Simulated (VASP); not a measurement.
# Al5Co3Ru2 in VASP: notebook

Al5Co3Ru2 is run at these levels: PBE; tasks: single point.

Everything below comes from runs of VASP 6.6.1. Logs are shortened: lines on timing, memory, paths and dates and some standing lists are left out, and cuts for length are marked.

### 1 The cell of the first run

It takes space group P4/mmm (No. 123, tetragonal). Conventional cell: a = 2.924 Å, b = 2.924 Å, c = 14.571 Å, α = 90.00°, β = 90.00°, γ = 90.00°. Al (site symmetry 4mm) has 4 Co at 2.51 Å and 4 Ru at 2.57 Å and 6 Al at 2.84 to 3.03 Å within 3.3 Å. Within 3.3 Å of Al (site symmetry 4mm) lie 4 Co at 2.52 Å and 4 Ru at 2.56 Å and 6 Al at 2.83 to 3.03 Å. Within 3.3 Å of Al (site symmetry 4/mmm) lie 8 Co at 2.49 Å and 6 Al at 2.83 to 2.92 Å. Within 3.3 Å of Co (site symmetry 4mm) lie 8 Al at 2.49 to 2.52 Å and 5 Co at 2.78 to 2.92 Å and 1 Ru at 2.95 Å. Within 3.3 Å of Co (site symmetry 4/mmm) lie 8 Al at 2.51 Å and 4 Co at 2.92 Å and 2 Ru at 2.94 Å. Within 3.4 Å of Ru (site symmetry 4mm) lie 8 Al at 2.56 to 2.57 Å and 4 Ru at 2.92 Å and 2 Co at 2.94 to 2.95 Å.

### 2 Single point, PBE

INCAR reads:

```
SYSTEM = Al5Co3Ru2
PREC = Accurate
ENCUT = 600
EDIFF = 1E-6
ISMEAR = 0
SIGMA = 0.2
LREAL = .FALSE.
LASPH = .TRUE.
NELM = 120
ALGO = Normal
ISIF = 2
LWAVE = .FALSE.
LCHARG = .TRUE.
GGA = PE
LELF = .TRUE.
LVHAR = .TRUE.
NBANDS = 46
GGA_COMPAT = .FALSE.
```

KPOINTS reads:

```
Automatic mesh
0
G
  8 8 2
  0 0 0
```

POSCAR reads:

```
Al5Co3Ru2
1.0
    2.9235084429      0.0000000000      0.0000000000
    0.0000000000      2.9235084429      0.0000000000
    0.0000000000      0.0000000000     14.5707945441
Al Co Ru
5 3 2
Direct
    0.0000000000      0.0000000000      0.5975487091
    0.0000000000      0.0000000000      0.8054788404
    0.0000000000      0.0000000000      0.0000000000
    0.0000000000      1.0000000000      0.1945211596
    1.0000000000      0.0000000000      0.4024512909
    0.5000000000      0.5000000000      0.9044555946
    0.5000000000      0.5000000000      0.0955444054
    0.5000000000      0.5000000000      0.5000000000
    0.5000000000      0.5000000000      0.7018957919
    0.5000000000      0.5000000000      0.2981042081
```

Potentials or basis: VASP PAW PBE potentials, release 64 (Al, Co, Ru_pv).

The run is started by

```sh
cat potpaw_PBE.64/Al/POTCAR potpaw_PBE.64/Co/POTCAR potpaw_PBE.64/Ru_pv/POTCAR > POTCAR
mpirun -np 1 vasp_std > vasp.out
```

OUTCAR:

```text
SYSTEM = Al5Co3Ru2
   PREC = Accurate
   ENCUT = 600
   EDIFF = 1E-6
   ISMEAR = 0
   LREAL = .FALSE.
   LASPH = .TRUE.
   NELM = 120
   ISIF = 2
   GGA = PE

 ion  position               nearest neighbor table
   1  0.000  0.000  0.598-   8 2.51   8 2.51   8 2.51   8 2.51   9 2.57   9 2.57   9 2.57   9 2.57
                             5 2.84   2 3.03
   2  0.000  0.000  0.805-   6 2.52   6 2.52   6 2.52   6 2.52   9 2.56   9 2.56   9 2.56   9 2.56
                             3 2.83   1 3.03
   3  0.000  0.000  0.000-   6 2.49   7 2.49   6 2.49   7 2.49   6 2.49   7 2.49   6 2.49   7 2.49
                             2 2.83   4 2.83
   4  0.000  0.000  0.195-   7 2.52   7 2.52   7 2.52   7 2.52  10 2.56  10 2.56  10 2.56  10 2.56
                             3 2.83   5 3.03
   5  0.000  0.000  0.402-   8 2.51   8 2.51   8 2.51   8 2.51  10 2.57  10 2.57  10 2.57  10 2.57
                             1 2.84   4 3.03
   6  0.500  0.500  0.904-   3 2.49   3 2.49   3 2.49   3 2.49   2 2.52   2 2.52   2 2.52   2 2.52
                             7 2.78   9 2.95
   7  0.500  0.500  0.096-   3 2.49   3 2.49   3 2.49   3 2.49   4 2.52   4 2.52   4 2.52   4 2.52
                             6 2.78  10 2.95
   8  0.500  0.500  0.500-   1 2.51   5 2.51   1 2.51   5 2.51   1 2.51   5 2.51   1 2.51   5 2.51
                             9 2.94  10 2.94
   9  0.500  0.500  0.702-   2 2.56   2 2.56   2 2.56   2 2.56   1 2.57   1 2.57   1 2.57   1 2.57
                             8 2.94   6 2.95
  10  0.500  0.500  0.298-   4 2.56   4 2.56   4 2.56   4 2.56   5 2.57   5 2.57   5 2.57   5 2.57
                             8 2.94   7 2.95

  LATTYP: Found a simple tetragonal cell.
 ALAT       =     2.9235084429
 C/A-ratio  =     4.9840097365

  Lattice vectors:

 A1 = (   2.9235084429,   0.0000000000,   0.0000000000)
 A2 = (   0.0000000000,   2.9235084429,   0.0000000000)
 A3 = (   0.0000000000,   0.0000000000,  14.5707945441)

Analysis of symmetry for initial positions (statically):
=====================================================================
 Subroutine PRICEL returns:
 Original cell was already a primitive cell.

 Routine SETGRP: Setting up the symmetry group for a
 simple tetragonal supercell.

 Subroutine GETGRP returns: Found 16 space group operations
 (whereof 16 operations were pure point group operations)
 out of a pool of 16 trial point group operations.

The static configuration has the point symmetry D_4h.

Analysis of symmetry for dynamics (positions and initial velocities):
=====================================================================
 Subroutine PRICEL returns:
 Original cell was already a primitive cell.

 Routine SETGRP: Setting up the symmetry group for a
 simple tetragonal supercell.

 Subroutine GETGRP returns: Found 16 space group operations
 (whereof 16 operations were pure point group operations)
 out of a pool of 16 trial point group operations.

The dynamic configuration has the point symmetry D_4h.

 Subroutine INISYM returns: Found 16 space group operations
 (whereof 16 operations are pure point group operations),
 and found     1 'primitive' translations

----------------------------------------------------------------------------------------

                                     Primitive cell

  volume of cell :     124.5351

  direct lattice vectors                    reciprocal lattice vectors
     2.923508443  0.000000000  0.000000000     0.342054767  0.000000000  0.000000000
     0.000000000  2.923508443  0.000000000     0.000000000  0.342054767  0.000000000
     0.000000000  0.000000000 14.570794544     0.000000000  0.000000000  0.068630437

  length of vectors
     2.923508443  2.923508443 14.570794544     0.342054767  0.342054767  0.068630437

  position of ions in fractional coordinates (direct lattice)
     0.000000000  0.000000000  0.597548709
     0.000000000  0.000000000  0.805478840
     0.000000000  0.000000000  0.000000000
     0.000000000  0.000000000  0.194521160
     0.000000000  0.000000000  0.402451291
     0.500000000  0.500000000  0.904455595
     0.500000000  0.500000000  0.095544405
     0.500000000  0.500000000  0.500000000
     0.500000000  0.500000000  0.701895792
     0.500000000  0.500000000  0.298104208

  ion indices of the primitive-cell ions
   primitive index   ion index
                 1           1
                 2           2
                 3           3
                 4           4
                 5           5
                 6           6
                 7           7
                 8           8
                 9           9
                10          10

----------------------------------------------------------------------------------------

 KPOINTS: Automatic mesh

Automatic generation of k-mesh.
 Grid dimensions read from file:
 generate k-points for:    8    8    2

 Generating k-lattice:

  Cartesian coordinates                     Fractional coordinates (reciprocal lattice)
     0.042756846  0.000000000  0.000000000     0.125000000  0.000000000  0.000000000
     0.000000000  0.042756846  0.000000000     0.000000000  0.125000000  0.000000000
     0.000000000  0.000000000  0.034315219     0.000000000  0.000000000  0.500000000

  Length of vectors
     0.042756846  0.042756846  0.034315219

  Shift w.r.t. Gamma in fractional coordinates (k-lattice)
     0.000000000  0.000000000  0.000000000

 Subroutine IBZKPT returns following result:
 ===========================================

 Found     30 irreducible k-points:

 Following reciprocal coordinates:
            Coordinates               Weight
  0.000000  0.000000  0.000000      1.000000
  0.125000  0.000000  0.000000      4.000000
  0.250000  0.000000  0.000000      4.000000
  0.375000  0.000000  0.000000      4.000000
  0.500000  0.000000  0.000000      2.000000
  0.125000  0.125000  0.000000      4.000000
[... 16 lines left out ...]
  0.375000  0.125000  0.500000      8.000000
  0.500000  0.125000  0.500000      4.000000
 [... further k-points ...]
   k-points           NKPTS =     30   k-points in BZ     NKDIM =     30   number of bands    NBANDS=     46
   number of dos      NEDOS =    301   number of ions     NIONS =     10
   total plane-waves  NPLWV =  69120
   dimension x,y,z NGX =    24 NGY =   24 NGZ =  120
   dimension x,y,z NGXF=    48 NGYF=   48 NGZF=  240
   ions per type =               5   3   2
   NGX,Y,Z   is equivalent  to a cutoff of  13.65, 13.65, 13.69 a.u.
   NGXF,Y,Z  is equivalent  to a cutoff of  27.30, 27.30, 27.38 a.u.
 SYSTEM =  Al5Co3Ru2
   PREC   = accura    normal or accurate (medium, high low for compatibility)
   ISTART =      0    job   : 0-new  1-cont  2-samecut
   ICHARG =      2    charge: 1-file 2-atom 10-const
   ISPIN  =      1    spin polarized calculation?
   LNONCOLLINEAR =      F non collinear calculations
   LSORBIT =      F    spin-orbit coupling
   LASPH  =      T    aspherical Exc in radial PAW
   ENCUT  =  600.0 eV  44.10 Ry    6.64 a.u.   5.84  5.84 29.10*2*pi/ulx,y,z
   NELM   =    120;   NELMIN=  2; NELMDL= -5     # of ELM steps
   EDIFF  = 0.1E-05   stopping-criterion for ELM
   LREAL  =      F    real-space projection
   EDIFFG = 0.1E-04   stopping-criterion for IOM
   NSW    =      0    number of steps for IOM
   IBRION =     -1    ionic relax: 0-MD 1-quasi-New 2-CG
   NFREE  =      0    steps in history (QN), initial steepest desc. (CG)
   ISIF   =      2    stress and relaxation
   ISYM   =      2    0-nonsym 1-usesym 2-fastsym
   POTIM  = 0.5000    time-step for ionic-motion
   TEBEG  =    0.0;   TEEND  =   0.0 temperature during run
   PSTRESS=    0.0 pullay stress
   NELECT =      70.0000    total number of electrons
   NUPDOWN=      -1.0000    fix difference up-down
   EMIN   =  10.00;   EMAX   =-10.00  energy-range for DOS
   EFERMI =   0.00;   METHOD = LEGACY
   ISMEAR =     0;   SIGMA  =   0.20  broadening in eV -4-tet -1-fermi 0-gaus
   EFERMI_NEDOS =   21; number of points for ismear=-14 and -15
   IALGO  =     38    algorithm
   IMIX   =      4    mixing-type and parameters
     AMIX     =   0.40;   BMIX     =  1.00
     AMIX_MAG =   1.60;   BMIX_MAG =  1.00
  volume/ion in A,a.u.               =      12.45        84.04
  Fermi-wavevector in a.u.,A,eV,Ry     =   1.351067  2.553146 24.835828  1.825382
  Thomas-Fermi vector in A             =   2.478519
   LORBIT       =      0    0 simple, 1 ext, 2 COOP (PROOUT), +10 PAW based schemes
   GGA     = PE    functional components
   LHFCALC =     F    Hartree Fock is set to
   AEXX    =    0.0000 exact exchange contribution
   IVDW    =     0    specifies the selected vdW correction
   LEPSILON=     F    determine dielectric tensor
   LRPA    =     F    only Hartree local field effects (RPA)
 non-spin polarized calculation
 Gauss-broadening in eV      SIGMA  =   0.20
  energy-cutoff  :      600.00
  volume of cell :      124.54
 maximum number of plane-waves:      4232
 NGX is ok and might be reduce to    24
   NGX = 11   NGY = 11   NGZ = 59

 number of electron      70.0000027 magnetization

 Free energy of the ion-electron system (eV)
  ---------------------------------------------------
  ext. energy  EPLUGINS =         0.00000000
  ---------------------------------------------------
  free energy    TOTEN  =       -64.42582953 eV

  energy without entropy =      -64.31260206  energy(sigma->0) =      -64.36921579

 E-fermi :  10.3363     XC(G=0): -12.3302

 val. band max:       10.3220649567   @ k =   0.5000   0.0000   0.0000
 cond. band min:      10.3451122186   @ k =   0.5000   0.5000   0.0000
 fundamental gap:      0.0230472619
 Fermi energy:        10.3363269182

 k-point     1 :       0.0000    0.0000    0.0000
  band No.  band energies     occupation
      1     -31.5137      2.00000
      2     -31.5135      2.00000
      3     -31.3771      2.00000
      4     -31.3771      2.00000
      5     -31.3771      2.00000
      6     -31.3771      2.00000
[... 38 lines left out ...]
     45      17.2828      0.00000
     46      17.6139      0.00000
[... 1086 lines left out ...]
      6     -31.3914      2.00000
[... 38 lines left out ...]
     45      15.9041      0.00000
     46      16.6871      0.00000

 [... further k-points ...]

------------------------ aborting loop because EDIFF is reached ----------------------------------------

  FORCE on cell =-STRESS in cart. coord.  units (eV):
  Direction    XX          YY          ZZ          XY          YZ          ZX
  --------------------------------------------------------------------------------------
  -------------------------------------------------------------------------------------
  Total        0.2949146      0.2949146      0.0135458      0.0000000      0.0000000     -0.0000000
  in kB        3.7941531      3.7941531      0.1742697      0.0000000      0.0000000     -0.0000000
  external PRESSURE =       2.5875253 kB  Pullay stress =       0.0000000 kB

 VOLUME and BASIS-vectors are now :
 -----------------------------------------------------------------------------
  energy-cutoff  :      600.00
  volume of cell :      124.54
      direct lattice vectors                 reciprocal lattice vectors
     2.923508443  0.000000000  0.000000000     0.342054767  0.000000000  0.000000000
     0.000000000  2.923508443  0.000000000     0.000000000  0.342054767  0.000000000
     0.000000000  0.000000000 14.570794544     0.000000000  0.000000000  0.068630437

 POSITION                                       TOTAL-FORCE (eV/Angst)
 -----------------------------------------------------------------------------------
      0.00000      0.00000      8.70676        -0.000000     -0.000000      0.030621
      0.00000      0.00000     11.73647        -0.000000     -0.000000     -0.038730
      0.00000      0.00000      0.00000        -0.000000     -0.000000      0.000000
      0.00000      0.00000      2.83433        -0.000000     -0.000000      0.038730
      0.00000      0.00000      5.86404        -0.000000     -0.000000     -0.030621
      1.46175      1.46175     13.17864        -0.000000     -0.000000      0.031209
      1.46175      1.46175      1.39216         0.000000      0.000000     -0.031209
      1.46175      1.46175      7.28540        -0.000000     -0.000000      0.000000
      1.46175      1.46175     10.22718        -0.000000      0.000000     -0.009190
      1.46175      1.46175      4.34362        -0.000000     -0.000000      0.009190
 -----------------------------------------------------------------------------------
    total drift:                                0.000000     -0.000000      0.000000

  FREE ENERGIE OF THE ION-ELECTRON SYSTEM (eV)
  ---------------------------------------------------
  free  energy   TOTEN  =       -64.4258295322 eV

  energy  without entropy=      -64.3126020558  energy(sigma->0) =      -64.36921579
```

It took 6.1 min on 1 thread of Oxide Virtual Turin-like, shared host; peak memory 0.33 GiB.

Results:

| Item | Value |
| --- | --- |
| Free energy | -64.4258 eV |
| Pressure | 0.3 GPa |
| Largest force | 0.039 eV/Å |
| Band gap on the k mesh | zero (bands 35 and 36 overlap by 1.78 eV) |

Forces in eV/Å, atoms in the order of the input:
```
Al   0.000  0.000  0.031
Al   0.000  0.000 -0.039
Al   0.000  0.000  0.000
Al   0.000  0.000  0.039
Al   0.000  0.000 -0.031
Co   0.000  0.000  0.031
Co   0.000  0.000 -0.031
Co   0.000  0.000  0.000
Ru   0.000  0.000 -0.009
Ru   0.000  0.000  0.009
```

Levels at points of the mesh, in eV from the Fermi level:
| k point | band 33 | band 34 | band 35 | band 36 | band 37 | band 38 | band 39 | band 40 |
| --- | --- | --- | --- | --- | --- | --- | --- | --- |
| (0.00, 0.00, 0.00) | -0.25 | -0.25 | 0.49 | 0.50 | 0.92 | 1.21 | 2.66 | 3.82 |
| (0.50, 0.00, 0.00) | -1.04 | -0.69 | -0.27 | -0.01 | 0.15 | 0.23 | 0.29 | 1.99 |
| (0.50, 0.50, 0.00) | 0.22 | 0.50 | 0.50 | 1.86 | 1.86 | 2.39 | 2.62 | 2.62 |
| (0.00, 0.00, 0.50) | -0.34 | -0.34 | 0.49 | 0.50 | 0.91 | 1.37 | 2.11 | 4.87 |
| (0.50, 0.00, 0.50) | -0.94 | -0.80 | -0.19 | -0.06 | 0.12 | 0.25 | 0.29 | 1.82 |
| (0.50, 0.50, 0.50) | 0.43 | 1.30 | 1.30 | 1.77 | 1.77 | 1.86 | 1.86 | 2.39 |

Caveat: the run has no spin polarisation, though such a crystal can be magnetic. Spin polarisation is off, so any magnetic state and its effect on volume and gap are missing.

### 3 Single point, PBE, collinear spin, ferromagnetic start

INCAR reads:

```
SYSTEM = Al5Co3Ru2
  ALGO = Normal
  EDIFF = 1E-6
  ENCUT = 600
  GGA = PE
  GGA_COMPAT = .FALSE.
  ISIF = 2
  ISMEAR = 0
  ISPIN = 2
  LASPH = .TRUE.
  LCHARG = .FALSE.
  LMAXMIX = 4
  LORBIT = 11
  LREAL = .FALSE.
  LWAVE = .FALSE.
  MAGMOM = 0 0 0 0 0 3 3 3 0 0
  NBANDS = 50
  NELM = 200
  PREC = Accurate
  SIGMA = 0.1
```

KPOINTS reads:

```
k-points
0
G
  6 6 1
  0 0 0
```

POSCAR reads:

```
Al5Co3Ru2
1.0
    2.9157931157      0.0000000000      0.0000000000
    0.0000000000      2.9157931157      0.0000000000
    0.0000000000      0.0000000000     14.6706964393
Al Co Ru
5 3 2
Direct
    0.0000000000      0.0000000000      0.5973321741
    0.0000000000      0.0000000000      0.8051157904
    0.0000000000      0.0000000000      0.0000000000
    0.0000000000      0.0000000000      0.1948842096
    0.0000000000      0.0000000000      0.4026678259
    0.5000000000      0.5000000000      0.9046551694
    0.5000000000      0.5000000000      0.0953448306
    0.5000000000      0.5000000000      0.5000000000
    0.5000000000      0.5000000000      0.7015379585
    0.5000000000      0.5000000000      0.2984620415
```

Potentials or basis: VASP PAW PBE potentials, release 64 (Al, Co, Ru_pv).

The run is started by

```sh
cat potpaw_PBE.64/Al/POTCAR potpaw_PBE.64/Co/POTCAR potpaw_PBE.64/Ru_pv/POTCAR > POTCAR
mpirun -np 1 vasp_std > vasp.out
```

It took 7 min on 1 thread of Oxide Virtual Turin-like, shared host; peak memory 0.33 GiB.

Results (log left out):

| Item | Value |
| --- | --- |
| Free energy | -64.3045 eV |
| Pressure | 0.0 GPa |
| Largest force | 0.026 eV/Å |
| Net moment | 0.28 μB per cell |
| Site moments | Al -0.00; Co +0.01, +0.07 (each value once); Ru +0.10 μB |
| Valence electrons inside the program's atomic spheres | Al 0.81; Co 8.36; Ru 12.86 |

Forces on the atoms (eV/Å):
```
Al   0.000  0.000 -0.015
Al   0.000  0.000  0.026
Al   0.000  0.000  0.000
Al   0.000  0.000 -0.026
Al   0.000  0.000  0.015
Co   0.000  0.000 -0.025
Co   0.000  0.000  0.025
Co   0.000  0.000  0.000
Ru   0.000  0.000 -0.006
Ru   0.000  0.000  0.006
```

Levels at points of the mesh, in eV from the Fermi level:
Spin up:
```csv
k point,band 34,band 35,band 36,band 37,band 38,band 39
"(0.00, 0.00, 0.00)",-0.26,0.45,0.46,0.88,1.15,2.53
"(0.50, 0.00, 0.00)",-0.66,-0.25,-0.01,0.18,0.23,0.29
"(0.50, 0.50, 0.00)",0.51,0.51,1.89,1.89,2.47,2.62
```
Spin down:
```
           k point  band 32  band 33  band 34  band 35  band 36  band 37
(0.00, 0.00, 0.00)    -0.50    -0.21    -0.21     0.61     0.62     0.90
(0.50, 0.00, 0.00)    -1.10    -0.97    -0.64    -0.20     0.04     0.19
(0.50, 0.50, 0.00)     0.23     0.23     0.53     0.53     1.93     1.93
```

Caveat: the k points lie up to 0.43 Å⁻¹ apart.

(Continued in part 2 of 2.)

The gap in the log of VASP goes by the Fermi energy; the results here count the filled bands.